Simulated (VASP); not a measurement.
A run of VASP 6.6.1 is set up as follows.

The input INCAR:

```
ALGO     = Normal         # electronic algorithm
EDIFF    = 1E-6           # SCF threshold, eV
ENCUT    = 520            # plane-wave cutoff, eV
GGA      = PS             # functional
GGA_COMPAT= F            
ISIF     = 2              # what is computed and relaxed
ISMEAR   = -1             # smearing method
LASPH    = T              # aspherical terms in the spheres
LCHARG   = F              # write CHGCAR
LORBIT   = 11             # projections on sites
LORBMOM  = T            
LREAL    = F              # projectors in reciprocal space
LSORBIT  = T              # spin-orbit coupling
LWAVE    = F              # write WAVECAR
MAGMOM   = 0 0 0 0 0 0    # initial moments
NBANDS   = 30             # bands
NELM     = 150            # most SCF steps
PREC     = Accurate       # precision mode
SIGMA    = 0.05           # smearing width, eV
```

KPOINTS

```
k-points
0
Gamma
  6 6 6
```

The input POSCAR:

```
CdSe
1.0
    0.0000000000      2.8739580000      2.8739580000
    2.8739580000      0.0000000000      2.8739580000
    2.8739580000      2.8739580000      0.0000000000
Cd Se
1 1
Direct
    0.0000000000      0.0000000000      0.0000000000
    0.5000000000      0.5000000000      0.5000000000
```

Potentials or basis: VASP PAW PBE potentials, release 64 (Cd, Se).

Run with:

```bash
$ cat potpaw_PBE.64/Cd/POTCAR potpaw_PBE.64/Se/POTCAR > POTCAR
$ mpirun -np 1 vasp_ncl > vasp.out
```

(1) Estimate the pressure.

(2) Predict the net moment.

## Answers

(1) -3.4 GPa.

(2) 0.00 μB per cell.

Caveat: the cell stands under tension; the PAW data sets were made with another functional, which shifts forces and pressure a little.
